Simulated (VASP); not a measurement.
Re, 2 atoms in the cell. The structure is hexagonal, space group P6_3/mmc (No. 194). Conventional cell: a = 2.723 Å, b = 2.723 Å, c = 4.398 Å, α = 90.00°, β = 90.00°, γ = 120.00°. Within 3.6 Å of Re (site symmetry -6m2) lie 12 Re at 2.70 to 2.72 Å.  This cell differs from its parent crystal: volume scaled by 0.96.

```yaml
Program: VASP 6.6.1
Task: single point
Functional: LDA
Potentials_or_basis: VASP PAW LDA potentials, release 64 (Re)
Cutoff: 520 eV
k_mesh: 11 × 11 × 6
Occupations: fermi-dirac, width 0.05 eV
Spin: no spin polarisation
Dipole_correction: no
Further_INCAR_settings: ALGO = Normal; EDIFF = 1e-06; NBANDS = 14
```

Potentials or basis: VASP PAW LDA potentials, release 64 (Re).

The run is started by

```sh
$ cat potpaw_LDA.64/Re/POTCAR > POTCAR
$ mpirun -np 1 vasp_std > vasp.out
```

Hardware: 1 thread of Intel(R) Xeon(R) Platinum 8259CL CPU @ 2.50GHz (Skylake/Cascade Lake), on a shared host.

Question: How long does it take, and how much memory?

Answer: It took 16 s on 1 thread of Intel(R) Xeon(R) Platinum 8259CL CPU @ 2.50GHz (Skylake/Cascade Lake), on a shared host, peak memory 0.13 GiB. Counts: scf iterations 12, k points 64.
